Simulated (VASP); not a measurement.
Crystal: C.

```
C
1.0
     2.15728   -1.24552   -0.01511
     2.15728    1.24552   -0.01511
    -0.27100    0.00000    4.29796
C
2
Direct
  0.33333 0.33333 0.00000
  0.66667 0.66667 0.00000
```

* Program: VASP 6.6.1
* Task: relaxation of shape and atoms at fixed volume
* Functional: PBE
* Potentials or basis: VASP PAW PBE potentials, release 64 (C)
* Cutoff: 600 eV
* k mesh: 12 × 12 × 8
* Occupations: gaussian, width 0.02 eV
* Spin: no spin polarisation

At the start: pressure -6.1 GPa; volume 11.54 Å³/atom.

Q: Where does the relaxation end?

A: Over 3 steps the energy falls by 6.0 meV/atom; space group C2/m (No. 12, to 0.1 Å) before and after.

The path:
```
step  energy change (eV)  largest force (eV/Å)  pressure (GPa)  volume (Å³)
   1              0.0000                0.0001           -6.07        23.09
   2             -0.0120                0.0002            0.16        23.09
   3             -0.0120                0.0002           -0.26        23.09
```

Final structure:
```yaml
crystal:
  lattice:
    - [2.13700, -1.23382, -0.01507]
    - [2.13700, 1.23382, -0.01507]
    - [-0.26780, 0.00000, 4.37986]
  atoms:
    - { symbol: C, position: [0.33333, 0.33333, 0.00000] }
    - { symbol: C, position: [0.66667, 0.66667, 0.00000] }
```

Where two steps share one volume, the run began anew on that cell with a basis built for it.

Caveat: this functional lacks dispersion, which binds layers or chains, so the pressure and a relaxed spacing across them are unreliable.
